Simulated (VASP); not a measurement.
Ni: single point with PBEsol

Ni:

```xyz
2
Lattice="0.0000 -1.7316 -1.7316 0.0000 1.7316 -1.7316 3.4632 0.0000 0.0000" Properties=species:S:1:pos:R:3 pbc="T T T"
Ni    1.7316    0.0000   -1.7316
Ni    0.0000    0.0000    0.0000
```

| Item | Value |
| --- | --- |
| Program | VASP 6.6.1 |
| Task | single point |
| Functional | PBEsol |
| Potentials or basis | VASP PAW PBE potentials, release 64 (Ni) |
| Cutoff | 520 eV |
| k mesh | 14 × 14 × 10 |
| Occupations | gaussian, width 0.15 eV |
| Spin | collinear spin, ferromagnetic start |
| Starting moments | [0.73, 0.73] μB |
| Dipole correction | no |
| Further INCAR settings | ALGO = Normal; EDIFF = 1e-07; NBANDS = 21 |

* Pressure: -0.1 GPa
* Net moment: 1.19 μB per cell
* Site moments: Ni +0.60 μB
* Valence electrons inside the program's atomic spheres: Ni 9.40

Stress tensor (GPa, compression positive):
```
-0.02  0.00  0.00
 0.00 -0.16  0.00
 0.00  0.00 -0.16
```

Levels at points of the mesh, in eV from the Fermi level:
Spin up:
```tsv
k point	band 7	band 8	band 9	band 10	band 11	band 12	band 13	band 14	band 15	band 16
(0.00, 0.00, 0.00)	-1.28	-1.28	-0.51	-0.40	-0.40	2.43	9.63	15.21	15.21	20.30
(0.50, 0.00, 0.00)	-1.75	-1.75	-1.40	-1.40	1.07	1.07	11.89	11.89	13.35	13.35
(0.50, 0.50, 0.00)	-0.40	-0.40	-0.40	-0.40	2.43	2.43	9.63	9.63	15.21	15.21
(0.00, 0.00, 0.50)	-1.62	-1.62	-1.62	-1.62	-0.90	-0.90	19.83	19.83	19.83	19.83
(0.50, 0.00, 0.50)	-0.55	-0.55	-0.55	-0.55	-0.42	-0.42	6.00	6.00	22.57	22.57
(0.50, 0.50, 0.50)	-1.35	-1.35	-0.40	-0.40	7.98	7.98	7.98	7.98	10.27	10.27
```
Spin down:
```
           k point  band 7  band 8  band 9  band 10  band 11  band 12  band 13  band 14
(0.00, 0.00, 0.00)   -0.69   -0.69    0.10     0.39     0.39     2.42     9.89    15.24
(0.50, 0.00, 0.00)   -1.20   -1.20   -0.65    -0.65     1.62     1.62    12.09    12.09
(0.50, 0.50, 0.00)    0.39    0.39    0.39     0.39     2.42     2.42     9.89     9.89
(0.00, 0.00, 0.50)   -0.90   -0.90   -0.90    -0.90    -0.30    -0.30    19.92    19.92
(0.50, 0.00, 0.50)   -0.45   -0.45    0.16     0.16     0.16     0.16     6.40     6.40
(0.50, 0.50, 0.50)   -0.79   -0.79    0.39     0.39     8.17     8.17     8.17     8.17
```

Run time: 2.4 min on 1 thread of Intel(R) Xeon(R) Platinum 8375C CPU @ 2.90GHz (Ice Lake), with other jobs on the host, peak memory 0.24 GiB.

Caveat: the PAW data sets were made with another functional, which shifts forces and pressure a little.
